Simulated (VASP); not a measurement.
Re, 1 atom in the cell. Symmetry: Fm-3m, No. 225, cubic system. The conventional cell has a = 3.760 Å, b = 3.760 Å, c = 3.760 Å, α = 90.00°, β = 90.00°, γ = 90.00°. Re (site symmetry m-3m) has 12 Re at 2.66 Å within 3.5 Å. This isn't the form of Re at room conditions, which is hcp.

```yaml
Program: VASP 6.6.1
Task: single point
Functional: PBEsol
Potentials_or_basis: VASP PAW PBE potentials, release 64 (Re)
Cutoff: 520 eV
k_mesh: 18 × 18 × 18
Occupations: gaussian, width 0.1 eV
Spin: no spin polarisation
Dipole_correction: no
Further_INCAR_settings: ALGO = Normal; EDIFF = 1e-07; NBANDS = 10
```

Potentials or basis: VASP PAW PBE potentials, release 64 (Re).

Run with:

```console
$ cat potpaw_PBE.64/Re/POTCAR > POTCAR
$ mpirun -np 1 vasp_std > vasp.out
```

Hardware: 1 thread of Intel Xeon 8259CL, on a shared host.

Task: Estimate the wall time of this run.

Result: Run time: 46 s on 1 thread of Intel Xeon 8259CL, on a shared host, peak memory 0.15 GiB. Counts: scf iterations 12, k points 195.
